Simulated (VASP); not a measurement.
Sb:

```xyz
1
Lattice="3.1600 0.0000 0.0000 0.0000 3.1600 0.0000 0.0000 0.0000 3.1600" Properties=species:S:1:pos:R:3 pbc="T T T"
Sb    0.0000    0.0000    0.0000
```

* Program: VASP 6.6.1
* Task: relaxation of cell and atoms
* Functional: PBE0
* Potentials or basis: VASP PAW PBE potentials, release 64 (Sb)
* Cutoff: 600 eV
* k mesh: 4 × 4 × 4
* Occupations: fermi-dirac, width 0.05 eV
* Spin: no spin polarisation

At the start: pressure -6.6 GPa; volume 31.55 Å³/atom.

Problem. How do energy, volume and symmetry change on relaxing?

Solution. Over 3 steps the energy falls by 88.6 meV/atom and the volume is 27.80 Å³/atom (-11.9 %); space group Pm-3m (No. 221, to 0.05 Å).

The path:
```tsv
step	energy change (eV)	largest force (eV/Å)	pressure (GPa)	volume (Å³)
1	0.0000	0.0000	-6.64	31.55
2	-0.0578	0.0000	5.76	25.95
3	-0.0886	0.0000	-0.03	27.80
```

Final structure:
```xyz
1
Lattice="3.0294 0.0000 0.0000 0.0000 3.0294 0.0000 0.0000 0.0000 3.0294" Properties=species:S:1:pos:R:3 pbc="T T T"
Sb    0.0000    0.0000    0.0000
```

Caveat: the k points lie up to 0.52 Å⁻¹ apart in the final cell; the PAW data sets were made with another functional, which shifts forces and pressure a little; the volume moved by -12 % from the deposited cell, more than functionals usually miss.
